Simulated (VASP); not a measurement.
Here is a VASP 6.6.1 calculation.

File INCAR:

```
PREC = Accurate
ENCUT = 520
EDIFF = 1E-6
ISMEAR = 0
SIGMA = 0.01
LREAL = F
LASPH = T
NELM = 60
ALGO = Normal
ISIF = 2
LWAVE = F
LCHARG = F
GGA = PE
NBANDS = 14
```

Contents of KPOINTS:

```
regular mesh
0
Gamma
  6 6 6
```

The input POSCAR:

```
NaF
1.0
    0.0000000000      2.3353646862      2.3353646862
    2.3353646862      0.0000000000      2.3353646862
    2.3353646862      2.3353646862      0.0000000000
Na F
1 1
Direct
    0.0000000000      0.0000000000      0.0000000000
    0.5000000000      0.5000000000      0.5000000000
```

Potentials or basis: VASP PAW PBE potentials, release 64 (Na_pv, F).

The run is started by

```console
$ cat potpaw_PBE.64/Na_pv/POTCAR potpaw_PBE.64/F/POTCAR > POTCAR
$ mpirun -np 1 vasp_std > vasp.out
```

Q: What does it give for the band gap on the k mesh?

A: 6.17 eV, direct.

Q: Estimate the pressure.

A: 0.8 GPa.

Expect the measured gap to be larger: semilocal functionals such as PBE lack the derivative discontinuity.
